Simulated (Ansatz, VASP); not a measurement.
## Si3Rh in VASP and in Ansatz

```
CELL_PARAMETERS angstrom
3.83460 0.00000 0.00000
0.00000 3.83460 0.00000
0.00000 0.00000 3.83460
ATOMIC_POSITIONS crystal
Si 0.00000 0.50000 0.50000
Si 0.50000 0.00000 0.50000
Si 0.50000 0.50000 0.00000
Rh 0.00000 0.00000 0.00000
```

Alike in both runs: functional PBE; k mesh 12 × 12 × 12; occupations gaussian, width 0.1 eV; no spin polarisation.

Ansatz relaxed the structure, and its values are those at the end. VASP's run is a single point on that final structure, the one shown.

|  | VASP | Ansatz |
| --- | --- | --- |
| version | VASP 6.6.1 | Ansatz 0.2.0 |
| potentials or method | VASP PAW PBE potentials, release 64 (Si, Rh_pv), cutoff 520 eV | scalar-relativistic, plane waves, PAW |
| valence electrons in the cell | 27 | 29 |

```tsv
	VASP	Ansatz	Ansatz less VASP
gap on the k mesh at the Fermi level (eV)	none	none	-
pressure (GPa)	0.0	0.0	+0.01
```

A gap of «none» marks a metal or a gap that the smearing closes. VASP's potentials hold 27 valence electrons a cell and Ansatz's 29, so a difference there can come from the potentials and not from the codes.
